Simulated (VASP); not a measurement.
# Al2Pt: single point with PBEsol

The system is Al2Pt.

```
CELL_PARAMETERS angstrom
0.00000 2.91506 2.91506
2.91506 0.00000 2.91506
2.91506 2.91506 0.00000
ATOMIC_POSITIONS crystal
Pt 0.00000 0.00000 0.00000
Al 0.75000 0.75000 0.75000
Al 0.25000 0.25000 0.25000
```

This cell differs from its parent crystal: volume scaled by 0.96.

```json
{
 "Program": "VASP 6.6.1",
 "Task": "single point",
 "Functional": "PBEsol",
 "Potentials or basis": "VASP PAW PBE potentials, release 64 (Pt, Al)",
 "Cutoff": "520 eV",
 "k mesh": "8 × 8 × 8",
 "Occupations": "fermi-dirac, width 0.05 eV",
 "Spin": "no spin polarisation"
}
```

The pressure is 5.1 GPa. The band gap on the k mesh is zero (band 8 reaches 12.10 eV, above the bottom of band 9 at 6.60 eV).

Levels at points of the mesh, in eV from the Fermi level:
```csv
k point,band 5,band 6,band 7,band 8,band 9,band 10,band 11,band 12
"(0.00, 0.00, 0.00)",-3.84,-3.84,3.33,3.85,3.85,3.85,5.69,5.69
"(0.50, 0.00, 0.00)",-3.83,-3.60,-3.60,1.05,1.05,3.84,5.36,5.36
"(0.50, 0.50, 0.00)",-3.92,-3.53,-3.31,-1.66,-1.66,3.41,3.48,8.13
```

It took 9.4 s on 1 thread of Intel(R) Xeon(R) 6975P-C (Granite Rapids), on a shared host, peak memory 0.18 GiB.

Caveat: the PAW data sets were made with another functional, which shifts forces and pressure a little; spin-orbit coupling is left out, which moves the levels of the heavy elements.
